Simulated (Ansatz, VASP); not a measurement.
# One calculation of CuMoH6, two programs

```xyz
8
Lattice="4.4251 0.0000 0.0000 0.0000 4.4251 0.0000 0.0000 0.0000 4.4251" Properties=species:S:1:pos:R:3 pbc="T T T"
Cu    2.2125    2.2125    2.2125
H     3.9838    2.2125    2.2125
H     0.4413    2.2125    2.2125
H     2.2125    3.9838    2.2125
H     2.2125    0.4413    2.2125
H     2.2125    2.2125    3.9838
H     2.2125    2.2125    0.4413
Mo    0.0000    0.0000    0.0000
```

Alike in both runs: functional PBE; k mesh 10 × 10 × 10; occupations gaussian, width 0.1 eV; collinear spin.

Ansatz relaxed the structure, and its values are those at the end. VASP's run is a single point on that final structure, the one shown.

|  | VASP | Ansatz |
| --- | --- | --- |
| version | VASP 6.6.1 | Ansatz 0.2.0 |
| potentials or method | VASP PAW PBE potentials, release 64 (Cu, H, Mo_sv), cutoff 520 eV | scalar-relativistic, plane waves, PAW |
| valence electrons in the cell | 31 | 39 |

|  | VASP | Ansatz | Ansatz less VASP |
| --- | --- | --- | --- |
| gap on the k mesh at the Fermi level (eV) | none | none | - |
| pressure (GPa) | 0.0 | 0.0 | -0.03 |
| rms of the force components (eV/Å) | 0.022 | 0.001 | -0.0205 |
| net moment per atom (μB) | 0.69 | 0.69 | 0.000 |
| size of the moment on the site where the two differ most (μB) | 4.13 | 4.18 | +0.049 |

Site moments also hang on the region over which each program counts them. A gap of «none» marks a metal or a gap that the smearing closes. VASP's potentials hold 31 valence electrons a cell and Ansatz's 39, so a difference there can come from the potentials and not from the codes.
